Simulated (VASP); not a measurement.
# Mg5ZnS6 in VASP: notebook

Mg5ZnS6 is run at these levels: PBE; tasks: single point.

Everything below comes from runs of VASP 6.6.1. Logs are shortened: lines on timing, memory, paths and dates and some standing lists are left out, and cuts for length are marked.

### Step 1. The cell of the first run

The structure is trigonal, space group P31m (No. 157). The conventional cell has a = 6.960 Å, b = 6.960 Å, c = 6.470 Å, α = 90.00°, β = 90.00°, γ = 120.00°. Within 3.2 Å of Mg (site symmetry m) lie 4 S at 2.45 to 2.47 Å. Within 3.3 Å of Mg (site symmetry 3) lie 4 S at 2.47 to 2.48 Å. Within 3.1 Å of Zn (site symmetry 3m) lie 4 S at 2.37 to 2.38 Å. Within 3.1 Å of S (site symmetry m) lie 1 Zn at 2.38 Å and 3 Mg at 2.47 to 2.48 Å. Within 3.2 Å of S (site symmetry 3) lie 4 Mg at 2.45 to 2.47 Å. Within 3.1 Å of S (site symmetry 3m) lie 1 Zn at 2.37 Å and 3 Mg at 2.45 Å.

### Step 2. Single point, PBE

INCAR reads:

```
SYSTEM = Mg5ZnS6
ALGO = Normal
EDIFF = 1E-7
ENCUT = 520
GGA = PE
ISIF = 2
ISMEAR = 0
LASPH = .True.
LCHARG = .True.
LELF = .True.
LREAL = .False.
LVHAR = .True.
LWAVE = .False.
NBANDS = 41
NELM = 60
PREC = Accurate
SIGMA = 0.1
```

KPOINTS reads:

```
k-points
0
Gamma
  2 3 3
  0 0 0
```

POSCAR reads:

```
Mg5ZnS6
1.0
    0.0000000000      0.0000000000      6.4698922000
    6.9595103975      0.0000000000      0.0000000000
   -3.4797551988      6.0271128022      0.0000000000
Mg Zn S
5 1 6
Direct
    0.0024080000      0.0000000000      0.6698280000
    0.0024080000      0.6698280000      0.0000000000
    0.0024080000      0.3301720000      0.3301720000
    0.5029450000      0.3333333333      0.6666666667
    0.5029450000      0.6666666667      0.3333333333
    0.5042070000      0.0000000000      0.0000000000
    0.3846750000      0.0000000000      0.6768880000
    0.3846750000      0.6768880000      0.0000000000
    0.3846750000      0.3231120000      0.3231120000
    0.8842660000      0.3333333333      0.6666666667
    0.8701200000      0.0000000000      0.0000000000
    0.8842660000      0.6666666667      0.3333333333
```

Potentials or basis: VASP PAW PBE potentials, release 64 (Mg, Zn, S).

Launch:

```
$ cat potpaw_PBE.64/Mg/POTCAR potpaw_PBE.64/Zn/POTCAR potpaw_PBE.64/S/POTCAR > POTCAR
$ mpirun -np 1 vasp_std > vasp.out
```

OUTCAR:

```text
SYSTEM = Mg5ZnS6
   EDIFF = 1E-7
   ENCUT = 520
   GGA = PE
   ISIF = 2
   ISMEAR = 0
   LASPH = .True.
   LREAL = .False.
   NELM = 60
   PREC = Accurate

 ion  position               nearest neighbor table
   1  0.002  0.000  0.670-  11 2.45  10 2.45  12 2.45   7 2.47
   2  0.002  0.670  0.000-  11 2.45  12 2.45  10 2.45   8 2.47
   3  0.002  0.330  0.330-  11 2.45  12 2.45  10 2.45   9 2.47
   4  0.503  0.333  0.667-  10 2.47   7 2.48   8 2.48   9 2.48
   5  0.503  0.667  0.333-  12 2.47   8 2.48   7 2.48   9 2.48
   6  0.504  0.000  0.000-  11 2.37   8 2.38   9 2.38   7 2.38
   7  0.385  0.000  0.677-   6 2.38   1 2.47   4 2.48   5 2.48
   8  0.385  0.677  0.000-   6 2.38   2 2.47   5 2.48   4 2.48
   9  0.385  0.323  0.323-   6 2.38   3 2.47   5 2.48   4 2.48
  10  0.884  0.333  0.667-   1 2.45   2 2.45   3 2.45   4 2.47
  11  0.870  0.000  0.000-   6 2.37   2 2.45   3 2.45   1 2.45
  12  0.884  0.667  0.333-   2 2.45   1 2.45   3 2.45   5 2.47

  LATTYP: Found a hexagonal cell.
 ALAT       =     6.9595103975
 C/A-ratio  =     0.9296476089

  Lattice vectors:

 A1 = (   6.9595103975,   0.0000000000,   0.0000000000)
 A2 = (  -3.4797551988,   6.0271128022,   0.0000000000)
 A3 = (   0.0000000000,   0.0000000000,   6.4698922000)

Analysis of symmetry for initial positions (statically):
=====================================================================
 Subroutine PRICEL returns:
 Original cell was already a primitive cell.

 Routine SETGRP: Setting up the symmetry group for a
 hexagonal supercell.

 Subroutine GETGRP returns: Found  6 space group operations
 (whereof  6 operations were pure point group operations)
 out of a pool of 24 trial point group operations.

The static configuration has the point symmetry C_3v.

Analysis of symmetry for dynamics (positions and initial velocities):
=====================================================================
 Subroutine PRICEL returns:
 Original cell was already a primitive cell.

 Routine SETGRP: Setting up the symmetry group for a
 hexagonal supercell.

 Subroutine GETGRP returns: Found  6 space group operations
 (whereof  6 operations were pure point group operations)
 out of a pool of 24 trial point group operations.

The dynamic configuration has the point symmetry C_3v.

 Subroutine INISYM returns: Found  6 space group operations
 (whereof  6 operations are pure point group operations),
 and found     1 'primitive' translations

----------------------------------------------------------------------------------------

                                     Primitive cell

  volume of cell :     271.3845

  direct lattice vectors                    reciprocal lattice vectors
     0.000000000  0.000000000  6.469892200     0.000000000  0.000000000  0.154562081
     6.959510397  0.000000000  0.000000000     0.143688269  0.082958461  0.000000000
    -3.479755199  6.027112802  0.000000000     0.000000000  0.165916921  0.000000000

  length of vectors
     6.469892200  6.959510397  6.959510398     0.154562081  0.165916921  0.165916921

  position of ions in fractional coordinates (direct lattice)
     0.002408000  0.000000000  0.669828000
     0.002408000  0.669828000  0.000000000
     0.002408000  0.330172000  0.330172000
     0.502945000  0.333333333  0.666666667
     0.502945000  0.666666667  0.333333333
     0.504207000  0.000000000  0.000000000
     0.384675000  0.000000000  0.676888000
     0.384675000  0.676888000  0.000000000
     0.384675000  0.323112000  0.323112000
     0.884266000  0.333333333  0.666666667
     0.870120000  0.000000000  0.000000000
     0.884266000  0.666666667  0.333333333

  ion indices of the primitive-cell ions
   primitive index   ion index
                 1           1
                 2           2
                 3           3
                 4           4
                 5           5
                 6           6
                 7           7
                 8           8
                 9           9
                10          10
                11          11
                12          12

----------------------------------------------------------------------------------------

 KPOINTS: k-points

Automatic generation of k-mesh.
 Grid dimensions read from file:
 generate k-points for:    2    3    3

 Generating k-lattice:

  Cartesian coordinates                     Fractional coordinates (reciprocal lattice)
     0.000000000  0.000000000  0.077281040     0.500000000  0.000000000  0.000000000
     0.047896090  0.027652820  0.000000000     0.000000000  0.333333333  0.000000000
     0.000000000  0.055305640  0.000000000     0.000000000  0.000000000  0.333333333

  Length of vectors
     0.077281040  0.055305640  0.055305640

  Shift w.r.t. Gamma in fractional coordinates (k-lattice)
     0.000000000  0.000000000  0.000000000

 Subroutine IBZKPT returns following result:
 ===========================================

 Found      6 irreducible k-points:

 Following reciprocal coordinates:
            Coordinates               Weight
  0.000000  0.000000  0.000000      1.000000
  0.500000  0.000000  0.000000      1.000000
  0.000000  0.333333  0.000000      6.000000
  0.500000  0.333333  0.000000      6.000000
  0.000000  0.333333  0.333333      2.000000
  0.500000  0.333333  0.333333      2.000000
   k-points           NKPTS =      6   k-points in BZ     NKDIM =      6   number of bands    NBANDS=     41
   number of dos      NEDOS =    301   number of ions     NIONS =     12
   total plane-waves  NPLWV = 139968
   dimension x,y,z NGX =    48 NGY =   54 NGZ =   54
   dimension x,y,z NGXF=    96 NGYF=  108 NGZF=  108
   ions per type =               5   1   6
   NGX,Y,Z   is equivalent  to a cutoff of  12.33, 12.90, 12.90 a.u.
   NGXF,Y,Z  is equivalent  to a cutoff of  24.67, 25.80, 25.80 a.u.
 SYSTEM =  Mg5ZnS6
   PREC   = accura    normal or accurate (medium, high low for compatibility)
   ISTART =      0    job   : 0-new  1-cont  2-samecut
   ICHARG =      2    charge: 1-file 2-atom 10-const
   ISPIN  =      1    spin polarized calculation?
   LNONCOLLINEAR =      F non collinear calculations
   LSORBIT =      F    spin-orbit coupling
   LASPH  =      T    aspherical Exc in radial PAW
   ENCUT  =  520.0 eV  38.22 Ry    6.18 a.u.  12.03 12.94 12.94*2*pi/ulx,y,z
   NELM   =     60;   NELMIN=  2; NELMDL= -5     # of ELM steps
   EDIFF  = 0.1E-06   stopping-criterion for ELM
   LREAL  =      F    real-space projection
   EDIFFG = 0.1E-05   stopping-criterion for IOM
   NSW    =      0    number of steps for IOM
   IBRION =     -1    ionic relax: 0-MD 1-quasi-New 2-CG
   NFREE  =      0    steps in history (QN), initial steepest desc. (CG)
   ISIF   =      2    stress and relaxation
   ISYM   =      2    0-nonsym 1-usesym 2-fastsym
   POTIM  = 0.5000    time-step for ionic-motion
   TEBEG  =    0.0;   TEEND  =   0.0 temperature during run
   PSTRESS=    0.0 pullay stress
   NELECT =      58.0000    total number of electrons
   NUPDOWN=      -1.0000    fix difference up-down
   EMIN   =  10.00;   EMAX   =-10.00  energy-range for DOS
   EFERMI =   0.00;   METHOD = LEGACY
   ISMEAR =     0;   SIGMA  =   0.10  broadening in eV -4-tet -1-fermi 0-gaus
   EFERMI_NEDOS =   21; number of points for ismear=-14 and -15
   IALGO  =     38    algorithm
   IMIX   =      4    mixing-type and parameters
     AMIX     =   0.40;   BMIX     =  1.00
     AMIX_MAG =   1.60;   BMIX_MAG =  1.00
  volume/ion in A,a.u.               =      22.62       152.62
  Fermi-wavevector in a.u.,A,eV,Ry     =   0.978789  1.849643 13.034765  0.958028
  Thomas-Fermi vector in A             =   2.109592
   LORBIT       =      0    0 simple, 1 ext, 2 COOP (PROOUT), +10 PAW based schemes
   GGA     = PE    functional components
   LHFCALC =     F    Hartree Fock is set to
   AEXX    =    0.0000 exact exchange contribution
   IVDW    =     0    specifies the selected vdW correction
   LEPSILON=     F    determine dielectric tensor
   LRPA    =     F    only Hartree local field effects (RPA)
 non-spin polarized calculation
 Gauss-broadening in eV      SIGMA  =   0.10
  energy-cutoff  :      520.00
  volume of cell :      271.38
 maximum number of plane-waves:      7323
   NGX = 25   NGY = 25   NGZ = 25

 number of electron      57.9999988 magnetization

 Free energy of the ion-electron system (eV)
  ---------------------------------------------------
  ext. energy  EPLUGINS =         0.00000000
  ---------------------------------------------------
  free energy    TOTEN  =       -49.23504443 eV

  energy without entropy =      -49.23504443  energy(sigma->0) =      -49.23504443

 E-fermi :   1.6143     XC(G=0):  -8.4908

 val. band max:        1.1790964327   @ k =   0.0000   0.0000   0.0000
 cond. band min:       4.3082139879   @ k =   0.0000   0.0000   0.0000
 fundamental gap:      3.1291175552
 Fermi energy:         1.6143018035

 k-point     1 :       0.0000    0.0000    0.0000
  band No.  band energies     occupation
      1     -10.4132      2.00000
      2      -9.6809      2.00000
      3      -9.5786      2.00000
      4      -9.5786      2.00000
      5      -9.5487      2.00000
      6      -9.4550      2.00000
[... 33 lines left out ...]
     40       8.5823      0.00000
     41       8.5823      0.00000

 k-point     2 :       0.5000    0.0000    0.0000
  band No.  band energies     occupation
      1     -10.1365      2.00000
      2     -10.0147      2.00000
      3      -9.5728      2.00000
      4      -9.5728      2.00000
      5      -9.5373      2.00000
      6      -9.4490      2.00000
[... 165 lines left out ...]
     40       8.7021      0.00000
     41       8.7107      0.00000

 k-point     6 :       0.5000    0.3333    0.3333
  band No.  band energies     occupation
      1      -9.8690      2.00000
      2      -9.7460      2.00000
      3      -9.7353      2.00000
      4      -9.7353      2.00000
      5      -9.6371      2.00000
      6      -9.6371      2.00000
[... 33 lines left out ...]
     40       7.7986      0.00000
     41       7.7986      0.00000

------------------------ aborting loop because EDIFF is reached ----------------------------------------

  FORCE on cell =-STRESS in cart. coord.  units (eV):
  Direction    XX          YY          ZZ          XY          YZ          ZX
  --------------------------------------------------------------------------------------
  -------------------------------------------------------------------------------------
  Total       -0.2157413     -0.2157413     -0.1785631      0.0000000      0.0000000      0.0000000
  in kB       -1.2736753     -1.2736753     -1.0541860      0.0000000      0.0000000      0.0000000
  external PRESSURE =      -1.2005122 kB  Pullay stress =       0.0000000 kB

 VOLUME and BASIS-vectors are now :
 -----------------------------------------------------------------------------
  energy-cutoff  :      520.00
  volume of cell :      271.38
      direct lattice vectors                 reciprocal lattice vectors
     0.000000000  0.000000000  6.469892200     0.000000000  0.000000000  0.154562081
     6.959510397  0.000000000  0.000000000     0.143688269  0.082958461  0.000000000
    -3.479755199  6.027112802  0.000000000     0.000000000  0.165916921  0.000000000

 POSITION                                       TOTAL-FORCE (eV/Angst)
 -----------------------------------------------------------------------------------
     -2.33084      4.03713      0.01558         0.000029     -0.000050     -0.004271
      4.66167      0.00000      0.01558        -0.000057      0.000000     -0.004271
      1.14892      1.98998      0.01558         0.000029      0.000050     -0.004271
     -0.00000      4.01808      3.25400         0.000000      0.000000     -0.001864
      3.47976      2.00904      3.25400         0.000000     -0.000000     -0.001864
      0.00000      0.00000      3.26216         0.000000      0.000000     -0.003326
     -2.35540      4.07968      2.48881         0.006974     -0.012080     -0.002856
      4.71081      0.00000      2.48881        -0.013948      0.000000     -0.002856
      1.12435      1.94743      2.48881         0.006974      0.012080     -0.002856
     -0.00000      4.01808      5.72111         0.000000      0.000000      0.002954
      0.00000      0.00000      5.62958        -0.000000      0.000000      0.022526
      3.47976      2.00904      5.72111         0.000000     -0.000000      0.002954
 -----------------------------------------------------------------------------------
    total drift:                               -0.000004      0.000003     -0.000082

  FREE ENERGIE OF THE ION-ELECTRON SYSTEM (eV)
  ---------------------------------------------------
  free  energy   TOTEN  =       -49.2350444291 eV

  energy  without entropy=      -49.2350444291  energy(sigma->0) =      -49.23504443
```

Wall time 70 s (1 thread of Intel Xeon 6975P-C (Granite Rapids), shared host); peak memory 0.38 GiB.

What came out:

| Property | Result |
| --- | --- |
| Free energy | -49.2350 eV |
| Pressure | -0.1 GPa |
| Largest force | 0.023 eV/Å |
| Band gap on the k mesh | 3.13 eV |

Forces in eV/Å, atoms in the order of the input:
```
Mg   0.000  0.000 -0.004
Mg   0.000  0.000 -0.004
Mg   0.000  0.000 -0.004
Mg   0.000  0.000 -0.002
Mg   0.000  0.000 -0.002
Zn   0.000  0.000 -0.003
S    0.007 -0.012 -0.003
S   -0.014  0.000 -0.003
S    0.007  0.012 -0.003
S    0.000  0.000  0.003
S    0.000  0.000  0.023
S    0.000  0.000  0.003
```

Levels at points of the mesh, in eV from the valence-band top:
| k point | band 26 | band 27 | band 28 | band 29 | band 30 | band 31 | band 32 | band 33 |
| --- | --- | --- | --- | --- | --- | --- | --- | --- |
| (0.00, 0.00, 0.00) | -0.57 | -0.06 | -0.06 | 0.00 | 3.13 | 4.42 | 4.78 | 4.78 |
| (0.50, 0.00, 0.00) | -0.41 | -0.41 | -0.23 | -0.23 | 4.29 | 4.85 | 5.19 | 5.72 |

Caveat: the k points lie up to 0.49 Å⁻¹ apart.

### Step 3. Single point, PBE

INCAR reads:

```
PREC = Accurate
ENCUT = 520
EDIFF = 1E-6
ISMEAR = 0
SIGMA = 0.1
LREAL = F
LASPH = T
NELM = 100
ALGO = Normal
ISIF = 2
LWAVE = F
LCHARG = F
GGA = PE
NBANDS = 41
```

KPOINTS reads:

```
regular mesh
0
Gamma
  3 3 4
```

POSCAR reads:

```
Mg5ZnS6
1.0
    6.9595104000      0.0000000000      0.0000000000
   -3.4797552000      6.0271128000      0.0000000000
    0.0000000000      0.0000000000      6.4698922000
Mg Zn S
5 1 6
Direct
    0.0000000000      0.6698280000      0.0024080000
    0.6698280000      0.0000000000      0.0024080000
    0.3301720000      0.3301720000      0.0024080000
    0.3333333000      0.6666667000      0.5029450000
    0.6666667000      0.3333333000      0.5029450000
    0.0000000000      0.0000000000      0.5042070000
    0.0000000000      0.6768880000      0.3846750000
    0.6768880000      0.0000000000      0.3846750000
    0.3231120000      0.3231120000      0.3846750000
    0.3333333000      0.6666667000      0.8842660000
    0.0000000000      0.0000000000      0.8701200000
    0.6666667000      0.3333333000      0.8842660000
```

Potentials or basis: VASP PAW PBE potentials, release 64 (Mg, Zn, S).

Launch:

```
$ cat potpaw_PBE.64/Mg/POTCAR potpaw_PBE.64/Zn/POTCAR potpaw_PBE.64/S/POTCAR > POTCAR
$ mpirun -np 1 vasp_std > vasp.out
```

Run time: 96 s. Hardware: 1 thread of Intel Xeon 6975P-C (Granite Rapids), shared host; peak memory 0.42 GiB.

It converged, with:

| Property | Result |
| --- | --- |
| Free energy | -49.2382 eV |
| Pressure | -0.1 GPa |
| Largest force | 0.024 eV/Å |
| Band gap on the k mesh | 3.13 eV |

Forces in eV/Å, atoms in the order of the input:
```
Mg   0.000  0.000 -0.004
Mg   0.000  0.000 -0.004
Mg   0.000  0.000 -0.004
Mg   0.000  0.000 -0.004
Mg   0.000  0.000 -0.004
Zn   0.000  0.000 -0.007
S    0.008 -0.015 -0.002
S   -0.017  0.000 -0.002
S    0.008  0.015 -0.002
S    0.000  0.000  0.005
S    0.000  0.000  0.024
S    0.000  0.000  0.005
```

Levels at points of the mesh, in eV from the valence-band top:
```
           k point  band 25  band 26  band 27  band 28  band 29  band 30  band 31  band 32  band 33  band 34
(0.00, 0.00, 0.00)    -0.57    -0.57    -0.06    -0.06     0.00     3.13     4.42     4.78     4.78     6.62
(0.00, 0.00, 0.50)    -0.61    -0.41    -0.41    -0.22    -0.22     4.29     4.85     5.19     5.72     5.72
```

### Step 4. Single point, PBE

INCAR reads:

```
PREC = Accurate
ENCUT = 520
EDIFF = 1E-7
ISMEAR = 0
SIGMA = 0.1
LREAL = False
LASPH = True
NELM = 80
ALGO = Normal
ISIF = 2
LWAVE = False
LCHARG = False
GGA = PE
NBANDS = 41
```

KPOINTS reads:

```
Automatic mesh
0
Gamma
  2 3 3
```

POSCAR reads:

```
Mg5ZnS6
1.0
   -0.0005329121      0.0000770611      6.4692943981
    6.9599923305     -0.0002791657     -0.0005566450
   -3.4802252162      6.0268596000      0.0003366943
Mg Zn S
5 1 6
Direct
    0.0023676476     -0.0000902888      0.6696919740
    0.0022972223      0.6696212278     -0.0000445317
    0.0023344814      0.3302242728      0.3302479615
    0.5028581115      0.3334299761      0.6666863716
    0.5027867427      0.6667654261      0.3333772909
    0.5043178854      0.0001538237      0.0000568598
    0.3847437596      0.0000697966      0.6771044537
    0.3847106421      0.6771576843      0.0000467943
    0.3847444475      0.3230328181      0.3229660516
    0.8842889908      0.3331918763      0.6666106481
    0.8702948240     -0.0001110294     -0.0000384219
    0.8842532453      0.6665544162      0.3332945479
```

Launch:

```
$ cat potpaw_PBE.64/Mg/POTCAR potpaw_PBE.64/Zn/POTCAR potpaw_PBE.64/S/POTCAR > POTCAR
$ mpirun -np 1 vasp_std > vasp.out
```

It took 1.7 min on 1 thread of Intel Xeon 6975P-C (Granite Rapids), shared host; peak memory 0.42 GiB.

Results (log left out):

```yaml
Free_energy: -49.2350 eV
Pressure: -0.1 GPa
Largest_force: 0.026 eV/Å
Band_gap_on_the_k_mesh: 3.13 eV
```

Forces in eV/Å, atoms in the order of the input:
```
Mg  -0.002  0.004 -0.001
Mg   0.006  0.001  0.001
Mg  -0.003 -0.005  0.000
Mg  -0.001  0.001 -0.002
Mg   0.000 -0.001  0.001
Zn  -0.003 -0.001  0.001
S    0.014 -0.021 -0.006
S   -0.023 -0.001 -0.006
S    0.012  0.022 -0.007
S    0.001  0.000  0.000
S    0.001  0.000  0.019
S    0.001  0.000  0.000
```

Levels at points of the mesh, in eV from the valence-band top:
```csv
k point,band 26,band 27,band 28,band 29,band 30,band 31,band 32,band 33
"(0.00, 0.00, 0.00)",-0.57,-0.06,-0.06,0.00,3.13,4.41,4.78,4.78
"(0.50, 0.00, 0.00)",-0.42,-0.42,-0.23,-0.23,4.29,4.85,5.20,5.72
```

Caveat: the k points lie up to 0.49 Å⁻¹ apart.

(Part 1 of 2 ends here.)
